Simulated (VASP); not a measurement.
The system is Ru.

```
Ru
1.0
     0.00000    1.89569    1.89569
     1.89569    0.00000    1.89569
     1.89569    1.89569    0.00000
Ru
1
Cartesian
  0.0000 0.0000 0.0000
```

```yaml
Program: VASP 6.6.1
Task: relaxation of cell and atoms
Functional: PBEsol
Potentials_or_basis: VASP PAW PBE potentials, release 64 (Ru_pv)
Cutoff: 500 eV
k_mesh: 8 × 8 × 8
Occupations: gaussian, width 0.1 eV
Spin: no spin polarisation
```

At the start: pressure -6.9 GPa; volume 13.62 Å³/atom.

Task: How do energy, volume and symmetry change on relaxing?

Result: Over 3 steps the energy falls by 6.4 meV/atom and the volume is 13.34 Å³/atom (-2.1 %); space group Fm-3m (No. 225, to 0.05 Å).

Step by step:
```csv
step,energy change (eV),largest force (eV/Å),pressure (GPa),volume (Å³)
1,0.0000,0.0000,-6.95,13.62
2,0.0586,0.0000,26.35,12.49
3,-0.0064,0.0000,-0.18,13.34
```

Final structure:
```
Ru
1.0
     0.00000    1.88259    1.88259
     1.88259    0.00000    1.88259
     1.88259    1.88259    0.00000
Ru
1
Direct
  0.00000 0.00000 0.00000
```

Caveat: the PAW data sets were made with another functional, which shifts forces and pressure a little.
